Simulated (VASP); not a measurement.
Here is a VASP 6.6.1 calculation.

INCAR

```
  PREC = Accurate
  ENCUT = 520
  EDIFF = 1E-6
  ISMEAR = 0
  SIGMA = 0.01
  LREAL = F
  LASPH = T
  NELM = 100
  ALGO = Normal
  ISIF = 2
  LWAVE = F
  LCHARG = F
  GGA = CA
  NBANDS = 16
```

KPOINTS

```
Automatic mesh
0
Gamma
  10 10 10
```

The input POSCAR:

```
GaN
1.0
    2.2038781859      2.2038781859      0.0000000000
   -2.2038781859      2.2038781859      0.0000000000
    0.0000000000      2.2038781859      2.2038781859
Ga N
1 1
Direct
    0.0000000000      0.0000000000      0.0000000000
    0.2500000000      0.7500000000      0.5000000000
```

Potentials or basis: VASP PAW LDA potentials, release 64 (Ga_d, N).

Run with:

```bash
$ cat potpaw_LDA.64/Ga_d/POTCAR potpaw_LDA.64/N/POTCAR > POTCAR
$ mpirun -np 1 vasp_std > vasp.out
```

Question: Predict the band gap on the k mesh.

Answer: 2.18 eV, direct.

Question: Estimate the pressure.

Answer: 8.3 GPa.
